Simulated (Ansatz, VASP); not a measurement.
**Cu3Ag2Ir6Rh: VASP beside Ansatz**

```
Cu Rh Ag Ir
1.0
    -3.84421   -3.85528    0.00135
    -0.00930    3.86311    3.94948
    -3.80231    3.81458   -3.89164
Cu Rh Ag Ir
3 1 2 6
Direct
  0.33047 0.15959 0.65357
  0.65150 0.31937 0.33396
  0.16599 0.31851 0.33522
  0.82188 0.65327 0.66820
  0.50845 0.02451 0.99905
  0.01339 0.02424 0.99935
  0.83758 0.17873 0.64543
  0.51435 0.53034 0.01099
  0.00752 0.51741 0.99618
  0.32714 0.64883 0.66824
  0.65552 0.81493 0.35064
  0.14598 0.79392 0.33714
```

Alike in both runs: functional PBE; k mesh 4 × 4 × 3; occupations gaussian, width 0.1 eV; no spin polarisation.

Ansatz relaxed the structure, and its values are those at the end. VASP's run is a single point on that final structure, the one shown.

|  | VASP | Ansatz |
| --- | --- | --- |
| version | VASP 6.6.1 | Ansatz 0.2.0 |
| potentials or method | VASP PAW PBE potentials, release 64 (Cu, Rh_pv, Ag, Ir), cutoff 520 eV | scalar-relativistic, plane waves, PAW |
| valence electrons in the cell | 124 | 214 |

```csv
,VASP,Ansatz,Ansatz less VASP
gap on the k mesh at the Fermi level (eV),none,none,-
pressure (GPa),0.1,-0.1,-0.20
rms of the force components (eV/Å),0.016,0.012,-0.0031
```

A gap of «none» marks a metal or a gap that the smearing closes. With one functional, cell and mesh, what is left measures potentials, basis and numerics. VASP's potentials hold 124 valence electrons a cell and Ansatz's 214, so a difference there can come from the potentials and not from the codes.

Neither program's run includes spin-orbit coupling.
